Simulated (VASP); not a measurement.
MnO:

```xyz
2
Lattice="2.9713 -1.7170 0.0000 2.9713 1.7170 0.0000 -1.9846 0.0000 2.8103" Properties=species:S:1:pos:R:3 pbc="T T T"
Mn    1.9788    0.0000    1.4070
O     3.9609    0.0000    0.7007
```

Base run:

```yaml
Program: VASP 6.6.1
Functional: PBEsol
Potentials_or_basis: VASP PAW PBE potentials, release 64 (Mn_pv, O)
Cutoff: 520 eV
k_mesh: 9 × 9 × 9
Occupations: fermi-dirac, width 0.05 eV
Spin: collinear spin, ferromagnetic start
Starting_moments: "[4.0, 0.0] μB"
```

Its results: band gap on the k mesh zero (filled and empty bands overlap); pressure -8.1 GPa; net moment 5.00 μB per cell; site moments Mn +4.43; O +0.18 μB.

Problem. The run is repeated on the same cell with these changes: functional from PBEsol to PBE. What comes out?

Solution. Band gap on the k mesh zero (filled and empty bands overlap); pressure -3.6 GPa; net moment 5.00 μB per cell; site moments Mn +4.44; O +0.18 μB.

PBE binds less tightly than PBEsol, so the same cell stands under more pressure.

Caveats: the cell stands under tension; a cell with one magnetic atom can't hold antiferromagnetic order, which such compounds often take; semilocal functionals often make such compounds metallic where correlation or magnetic order opens a gap, which also shifts bond lengths; the PAW data sets were made with another functional, which shifts forces and pressure a little (at least some runs).
